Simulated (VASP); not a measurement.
Wanted: the native input for a VASP 6.6.1 run.

- Task: single point
- Functional: LDA
- Potentials or basis: VASP PAW LDA potentials, release 64 (Li_sv, Nb_sv, O)
- Cutoff: 520 eV
- k mesh: 6 × 6 × 6
- Occupations: gaussian, width 0.05 eV
- Spin: no spin polarisation
- Dipole correction: no
- Further INCAR settings: ALGO = Normal; EDIFF = 1e-07; NBANDS = 45

The structure of LiNbO3 lies in POSCAR:

```
LiNbO3
1.0
    2.5620337041      1.4791908488      4.5184286557
   -2.5620337041      1.4791908488      4.5184286557
    0.0000000000     -2.9583816974      4.5184286558
Li Nb O
2 2 6
Direct
    0.2612229961      0.2387770039      0.2950484495
    0.7612229961      0.7387770039      0.7950484495
    0.0000000000      0.0000000000      0.0000000000
    0.5000000000      0.5000000000      0.5000000000
    0.1254341576      0.3745658424      0.7500000000
    0.7500000000      0.1254341576      0.3745658424
    0.3745658424      0.7500000000      0.1254341576
    0.8745658424      0.6254341576      0.2500000000
    0.2500000000      0.8745658424      0.6254341576
    0.6254341576      0.2500000000      0.8745658424
```

This cell differs from its parent crystal: all Li atoms moved -0.250 Å, as atom 1 towards its neighbour atom 5 (O) at 2.775 Å.

These files were run (other wordings do the same):

INCAR

```
SYSTEM = LiNbO3
PREC     = Accurate       ! precision mode
ENCUT    = 520            ! plane-wave cutoff, eV
EDIFF    = 1E-7           ! SCF threshold, eV
ISMEAR   = 0              ! smearing method
SIGMA    = 0.05           ! smearing width, eV
LREAL    = .False.        ! projectors in reciprocal space
LASPH    = .True.         ! aspherical terms in the spheres
NELM     = 100            ! most SCF steps
ALGO     = Normal         ! electronic algorithm
ISIF     = 2              ! what is computed and relaxed
LWAVE    = .False.        ! write WAVECAR
LCHARG   = .False.        ! write CHGCAR
NBANDS   = 45             ! bands
```

KPOINTS

```
Automatic mesh
0
Gamma
  6 6 6
  0 0 0
```

Potentials or basis: VASP PAW LDA potentials, release 64 (Li_sv, Nb_sv, O).

Run with:

```bash
$ cat potpaw_LDA.64/Li_sv/POTCAR potpaw_LDA.64/Nb_sv/POTCAR potpaw_LDA.64/O/POTCAR > POTCAR
$ mpirun -np 1 vasp_std > vasp.out
```

Results of the run:

```json
{
 "Largest force": "0.848 eV/Å",
 "Band gap on the k mesh": "2.58 eV (least direct gap 2.67 eV)"
}
```

Caveat: the cell differs from its parent crystal (all Li atoms moved -0.250 Å, as atom 1 towards its neighbour atom 5 (O) at 2.775 Å).

Wall time 4.6 min on 1 thread of Intel(R) Xeon(R) 6975P-C (Granite Rapids), on a shared host, peak memory 0.48 GiB.
